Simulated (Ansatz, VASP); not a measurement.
One calculation of Fe, two programs

```
CELL_PARAMETERS angstrom
2.40982 0.00000 0.00000
-1.20491 2.08696 0.00000
0.00000 0.00000 3.84193
ATOMIC_POSITIONS crystal
Fe 0.33333 0.66667 0.25000
Fe 0.66667 0.33333 0.75000
```

Change from the starting cell: equal xx and yy strain of -1 %, crystal datasets.

Alike in both runs: task electric field gradients; functional PBE; k mesh 17 × 17 × 10; occupations fermi-dirac, width 0.08 eV; no spin polarisation.

```csv
,VASP,Ansatz
version,VASP 6.6.1,Ansatz 0.2.0
potentials or method,"VASP PAW PBE potentials, release 64 (Fe), cutoff 520 eV","all-electron PAW with datasets made for the crystal, scalar-relativistic"
```

Ansatz gave:

| Quantity | Value |
| --- | --- |
| pressure (GPa) | 17.8 |
| traceless stress, the component that is largest in VASP (GPa) | -2.44 |
| size of Vzz on the site where it differs most (V/Å²) | 2.9 |

Problem. Which values does VASP return?

Solution. Pressure (GPa): 17.1; traceless stress, the component that is largest in VASP (GPa): -2.49; size of Vzz on the site where it differs most (V/Å²): 5.5.

Ansatz ran all-electron here, and VASP with PAW potentials. Ansatz's warnings: printed levels off.
